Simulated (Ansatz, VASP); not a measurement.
**One calculation of SnO, two programs**

```xyz
4
Lattice="3.6255 -0.0392 -0.0840 -0.0662 5.7970 -0.2143 -0.1056 -0.1594 4.1178" Properties=species:S:1:pos:R:3 pbc="T T T"
Sn   -0.0805    1.2394    2.0950
Sn    1.7914    4.3653   -0.1627
O    -0.2061    5.1101    2.9194
O     1.8298    0.6009    0.8125
```

Change from the starting cell: all atoms moved at random (sigma 0.06 Å a component), cell strained at random (sigma 0.05).

Alike in both runs: task single point; functional r2SCAN; k mesh 8 × 6 × 6; occupations gaussian, width 0.05 eV; no spin polarisation.

|  | VASP | Ansatz |
| --- | --- | --- |
| version | VASP 6.6.1 | Ansatz 0.2.0 |
| potentials or method | VASP PAW PBE potentials, release 64 (Sn_d, O), cutoff 520 eV | scalar-relativistic, plane waves, PAW |
| valence electrons in the cell | 40 | 40 |

```tsv
	VASP	Ansatz	Ansatz less VASP
gap on the k mesh at the Fermi level (eV)	1.56	1.57	+0.011
least direct gap on the mesh (eV)	2.39	2.40	+0.011
pressure (GPa)	-8.7	-9.0	-0.29
traceless stress, the component that is largest in VASP (GPa)	3.13	3.14	+0.006
rms of the force components (eV/Å)	0.825	0.864	+0.0385
```

VASP's potentials were made for PBE, not for r2SCAN. Atom by atom the forces differ by 0.044 eV/Å (rms over components). The functional is the same, so the differences come from potentials, cutoffs and numerics.
